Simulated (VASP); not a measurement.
# KCl (I4/mmm) in VASP: a series of runs, part 2 of 2

VASP 6.6.1. Earlier steps stand in the parts before.

## 3. Single point, r2SCAN (strain -0.0100 x Voigt [0, 1, 0, 0, 0, 0])

The input, POSCAR:

```
KCl
1.0
    0.0000000000      3.1245390000      3.1561000000
    3.1561000000      0.0000000000      3.1561000000
    3.1561000000      3.1245390000      0.0000000000
K Cl
1 1
Direct
    0.0000000000      0.0000000000      0.0000000000
    0.5000000000      0.5000000000      0.5000000000
```

The input, INCAR.step1:

```
SYSTEM = KCl
ALGO     = Normal         ! electronic algorithm
EDIFF    = 1E-4           ! SCF threshold, eV
ENCUT    = 520            ! plane-wave cutoff, eV
GGA      = PE             ! functional
ISMEAR   = 0              ! smearing method
LASPH    = .True.         ! aspherical terms in the spheres
LCHARG   = .False.        ! write CHGCAR
LREAL    = .False.        ! projectors in reciprocal space
LWAVE    = .True.         ! write WAVECAR
NBANDS   = 15             ! bands
NELM     = 80             ! most SCF steps
PREC     = Accurate       ! precision mode
SIGMA    = 0.05           ! smearing width, eV
```

The input, INCAR.step2:

```
SYSTEM = KCl
ALGO     = Normal         ! electronic algorithm
EDIFF    = 1E-6           ! SCF threshold, eV
ENCUT    = 520            ! plane-wave cutoff, eV
ISIF     = 2              ! what is computed and relaxed
ISMEAR   = 0              ! smearing method
ISTART   = 1            
LASPH    = .True.         ! aspherical terms in the spheres
LCHARG   = .False.        ! write CHGCAR
LMIXTAU  = .True.       
LREAL    = .False.        ! projectors in reciprocal space
LWAVE    = .False.        ! write WAVECAR
METAGGA  = R2SCAN         ! meta-GGA
NBANDS   = 15             ! bands
NELM     = 80             ! most SCF steps
PREC     = Accurate       ! precision mode
SIGMA    = 0.05           ! smearing width, eV
```

The input, KPOINTS:

```
k-points
0
Gamma
  6 6 6
  0 0 0
```

Potentials or basis: VASP PAW PBE potentials, release 64 (K_sv, Cl).

The run is started by

```sh
cat potpaw_PBE.64/K_sv/POTCAR potpaw_PBE.64/Cl/POTCAR > POTCAR
cp INCAR.step1 INCAR
mpirun -np 1 vasp_std > vasp.out
cp INCAR.step2 INCAR
mpirun -np 1 vasp_std > vasp.out
```

OUTCAR:

```text
SYSTEM = KCl
   EDIFF = 1E-6
   ENCUT = 520
   ISIF = 2
   ISMEAR = 0
   ISTART = 1
   LASPH = .True.
   LREAL = .False.
   METAGGA = R2SCAN
   NELM = 80
   PREC = Accurate

 ion  position               nearest neighbor table
   1  0.000  0.000  0.000-   2 3.12   2 3.12   2 3.16   2 3.16   2 3.16   2 3.16
   2  0.500  0.500  0.500-   1 3.12   1 3.12   1 3.16   1 3.16   1 3.16   1 3.16

  LATTYP: Found a body centered tetragonal cell.
 ALAT       =     4.4633994242
 C/A-ratio  =     1.4000714267

  Lattice vectors:

 A1 = (   0.0000000000,  -3.1245390000,   3.1561000000)
 A2 = (   0.0000000000,  -3.1245390000,  -3.1561000000)
 A3 = (   3.1561000000,   3.1245390000,   0.0000000000)

Analysis of symmetry for initial positions (statically):
=====================================================================
 Subroutine PRICEL returns:
 Original cell was already a primitive cell.

 Routine SETGRP: Setting up the symmetry group for a
 body centered tetragonal supercell.

 Subroutine GETGRP returns: Found 16 space group operations
 (whereof 16 operations were pure point group operations)
 out of a pool of 16 trial point group operations.

The static configuration has the point symmetry D_4h.

Analysis of symmetry for dynamics (positions and initial velocities):
=====================================================================
 Subroutine PRICEL returns:
 Original cell was already a primitive cell.

 Routine SETGRP: Setting up the symmetry group for a
 body centered tetragonal supercell.

 Subroutine GETGRP returns: Found 16 space group operations
 (whereof 16 operations were pure point group operations)
 out of a pool of 16 trial point group operations.

The dynamic configuration has the point symmetry D_4h.

 Subroutine INISYM returns: Found 16 space group operations
 (whereof 16 operations are pure point group operations),
 and found     1 'primitive' translations

----------------------------------------------------------------------------------------

[... 123 lines left out ...]
 non-spin polarized calculation
 Gauss-broadening in eV      SIGMA  =   0.05
  energy-cutoff  :      520.00
  volume of cell :       62.25
 maximum number of plane-waves:      1688
 NGX is ok and might be reduce to    36
   NGX = 17   NGY = 17   NGZ = 17

 number of electron      16.0000001 magnetization

 Free energy of the ion-electron system (eV)
  ---------------------------------------------------
  ext. energy  EPLUGINS =         0.00000000
  ---------------------------------------------------
  free energy    TOTEN  =       -16.50596478 eV

  energy without entropy =      -16.50596478  energy(sigma->0) =      -16.50596478

 E-fermi :  -2.0478     XC(G=0):  -7.9573

 val. band max:       -2.2556485668   @ k =   0.0000   0.0000   0.0000
 cond. band min:       3.5706585108   @ k =   0.0000   0.0000   0.0000
 fundamental gap:      5.8263070776
 Fermi energy:        -2.0477989589

 k-point     1 :       0.0000    0.0000    0.0000
  band No.  band energies     occupation
      1     -30.5269      2.00000
      2     -14.9322      2.00000
      3     -13.2187      2.00000
      4     -13.2187      2.00000
      5     -13.2175      2.00000
      6      -2.2634      2.00000
      7      -2.2634      2.00000
      8      -2.2556      2.00000
      9       3.5707      0.00000
     10       6.7518      0.00000
     11       6.7518      0.00000
     12       6.8164      0.00000
     13       7.7906      0.00000
     14       7.8435      0.00000
[... 401 lines left out ...]
      2     -14.8930      2.00000
      3     -13.3368      2.00000
      4     -13.2942      2.00000
      5     -13.1735      2.00000
      6      -2.8475      2.00000
      7      -2.6735      2.00000
      8      -2.6163      2.00000
      9       5.5214      0.00000
     10       7.2269      0.00000
     11       7.7268      0.00000
     12       8.8182      0.00000
     13       9.5500      0.00000
     14      10.2947      0.00000
     15      10.8511      0.00000

 [... further k-points ...]

------------------------ aborting loop because EDIFF is reached ----------------------------------------

  FORCE on cell =-STRESS in cart. coord.  units (eV):
  Direction    XX          YY          ZZ          XY          YZ          ZX
  --------------------------------------------------------------------------------------
  -------------------------------------------------------------------------------------
  Total       -0.0501067      0.1127250     -0.0501067      0.0000000      0.0000000      0.0000000
  in kB       -1.2897017      2.9014378     -1.2897017      0.0000000      0.0000000      0.0000000
  external PRESSURE =       0.1073448 kB  Pullay stress =       0.0000000 kB

 VOLUME and BASIS-vectors are now :
 -----------------------------------------------------------------------------
  energy-cutoff  :      520.00
  volume of cell :       62.25
      direct lattice vectors                 reciprocal lattice vectors
     0.000000000  3.124539000  3.156100000    -0.158423371  0.160023607  0.158423371
     3.156100000  0.000000000  3.156100000     0.158423371 -0.160023607  0.158423371
     3.156100000  3.124539000  0.000000000     0.158423371  0.160023607 -0.158423371

 POSITION                                       TOTAL-FORCE (eV/Angst)
 -----------------------------------------------------------------------------------
      0.00000      0.00000      0.00000         0.000000     -0.000000     -0.000000
      3.15610      3.12454      3.15610        -0.000000      0.000000      0.000000
 -----------------------------------------------------------------------------------
    total drift:                                0.000000      0.000000      0.000000

  FREE ENERGIE OF THE ION-ELECTRON SYSTEM (eV)
  ---------------------------------------------------
  free  energy   TOTEN  =       -16.5059647834 eV

  energy  without entropy=      -16.5059647834  energy(sigma->0) =      -16.50596478
```

OSZICAR.step1:

```text
N       E                     dE             d eps       ncg     rms          rms(c)
DAV:   1     0.999206771502E+02    0.99921E+02   -0.70153E+03   900   0.951E+02
DAV:   2    -0.837865243948E+00   -0.10076E+03   -0.91915E+02  1173   0.236E+02
DAV:   3    -0.686871509396E+01   -0.60308E+01   -0.59903E+01  1238   0.511E+01
DAV:   4    -0.709250563948E+01   -0.22379E+00   -0.22372E+00  1424   0.890E+00
DAV:   5    -0.709430294807E+01   -0.17973E-02   -0.17973E-02  1272   0.880E-01    0.333E+00
DAV:   6    -0.680444378776E+01    0.28986E+00   -0.42055E-01  1124   0.327E+00    0.273E+00
DAV:   7    -0.678960548498E+01    0.14838E-01   -0.10275E-01  1208   0.181E+00    0.157E+00
DAV:   8    -0.680173834409E+01   -0.12133E-01   -0.15886E-02  1140   0.945E-01    0.174E-01
DAV:   9    -0.680250951415E+01   -0.77117E-03   -0.93208E-04  1173   0.191E-01    0.966E-02
DAV:  10    -0.680308020242E+01   -0.57069E-03   -0.60287E-04   963   0.153E-01    0.208E-02
DAV:  11    -0.680308429036E+01   -0.40879E-05   -0.17903E-05   898   0.264E-02
   1 F= -.68030843E+01 E0= -.68030843E+01  d E =-.165765E-11
```

Wall time 46 s (1 thread of Intel Xeon 6975P-C (Granite Rapids), shared host); peak memory 0.22 GiB.

What came out:

```yaml
Free_energy: -16.5060 eV
Pressure: 0.0 GPa
Band_gap_on_the_k_mesh: 5.83 eV
```

Levels at points of the mesh, in eV from the valence-band top:
```
           k point  band 4  band 5  band 6  band 7  band 8  band 9  band 10  band 11  band 12  band 13
(0.00, 0.00, 0.00)  -10.96  -10.96   -0.01   -0.01    0.00    5.83     9.01     9.01     9.07    10.05
(0.50, 0.00, 0.00)  -10.97  -10.74   -1.05   -0.33   -0.33    8.13     9.24    11.31    11.33    12.13
(0.50, 0.50, 0.00)  -11.02  -11.02   -0.68   -0.23   -0.23    7.03     9.21    10.67    11.10    11.56
(0.50, 0.00, 0.50)  -11.02  -11.02   -0.66   -0.24   -0.24    7.01     9.22    10.73    11.12    11.57
```

Caveat: the cell differs from its parent crystal (strain -0.0100 x Voigt [0, 1, 0, 0, 0, 0]); the PAW data sets were made with another functional, which shifts forces and pressure a little.

## 4. Single point, r2SCAN (strain +0.0100 x Voigt [0, 1, 0, 0, 0, 0])

The input, POSCAR:

```
KCl
1.0
    0.0000000000      3.1876610000      3.1561000000
    3.1561000000      0.0000000000      3.1561000000
    3.1561000000      3.1876610000      0.0000000000
K Cl
1 1
Direct
    0.0000000000      0.0000000000      0.0000000000
    0.5000000000      0.5000000000      0.5000000000
```

The input, INCAR.step1:

```
  PREC = Accurate
  ENCUT = 520
  ISMEAR = 0
  SIGMA = 0.05
  LREAL = F
  LASPH = T
  NELM = 60
  NBANDS = 15
  GGA = PE
  ALGO = Normal
  EDIFF = 1E-4
  LWAVE = T
  LCHARG = F
```

The input, INCAR.step2:

```
  PREC = Accurate
  ENCUT = 520
  EDIFF = 1E-6
  ISMEAR = 0
  SIGMA = 0.05
  LREAL = F
  LASPH = T
  NELM = 60
  ALGO = Normal
  ISIF = 2
  LWAVE = F
  LCHARG = F
  METAGGA = R2SCAN
  LMIXTAU = T
  NBANDS = 15
  ISTART = 1
```

The input, KPOINTS:

```
Automatic mesh
0
Gamma
  6 6 6
```

The run is started by

```sh
cat potpaw_PBE.64/K_sv/POTCAR potpaw_PBE.64/Cl/POTCAR > POTCAR
cp INCAR.step1 INCAR
mpirun -np 1 vasp_std > vasp.out
cp INCAR.step2 INCAR
mpirun -np 1 vasp_std > vasp.out
```

Run time: 56 s. Hardware: 1 thread of Intel Xeon 6975P-C (Granite Rapids), shared host; peak memory 0.22 GiB.

It converged, with:

```yaml
Free_energy: -16.5050 eV
Pressure: -0.4 GPa
Band_gap_on_the_k_mesh: 5.76 eV
```

Stress tensor (GPa, compression positive):
```
-0.25  0.00  0.00
 0.00 -0.61  0.00
 0.00  0.00 -0.25
```

Levels at points of the mesh, in eV from the valence-band top:
| k point | band 6 | band 7 | band 8 | band 9 | band 10 | band 11 |
| --- | --- | --- | --- | --- | --- | --- |
| (0.00, 0.00, 0.00) | -0.01 | 0.00 | 0.00 | 5.76 | 8.98 | 9.04 |
| (0.50, 0.00, 0.00) | -1.01 | -0.31 | -0.31 | 8.07 | 9.16 | 11.25 |
| (0.50, 0.50, 0.00) | -0.65 | -0.23 | -0.23 | 7.04 | 9.13 | 10.59 |
| (0.50, 0.00, 0.50) | -0.67 | -0.22 | -0.22 | 7.06 | 9.12 | 10.53 |

Caveat: the cell differs from its parent crystal (strain +0.0100 x Voigt [0, 1, 0, 0, 0, 0]); the PAW data sets were made with another functional, which shifts forces and pressure a little.

## 5. The runs side by side

| cell | gap on the mesh (eV) | pressure (GPa) |
| --- | --- | --- |
| a = 4.419, b = 4.463 Å, angles 59.7, 60.7, 59.7°, 2 atoms | 5.86 | 0.2 |
| a = 4.441, b = 4.463 Å, angles 59.8, 60.3, 59.8°, 2 atoms | 5.83 | 0.0 |
| a = 4.486, b = 4.463 Å, angles 60.2, 59.7, 60.2°, 2 atoms | 5.76 | -0.4 |

Alike in all rows: task single point; level r2SCAN; potentials or basis VASP PAW PBE potentials, release 64 (K_sv, Cl); no spin polarisation; k mesh 6 × 6 × 6; cutoff (eV) 520; smearing gaussian 0.05 eV.

Caveats: the PAW data sets were made with another functional, which shifts forces and pressure a little.

Total energies depend on the potentials used, so only differences within one code and one set of settings carry meaning.
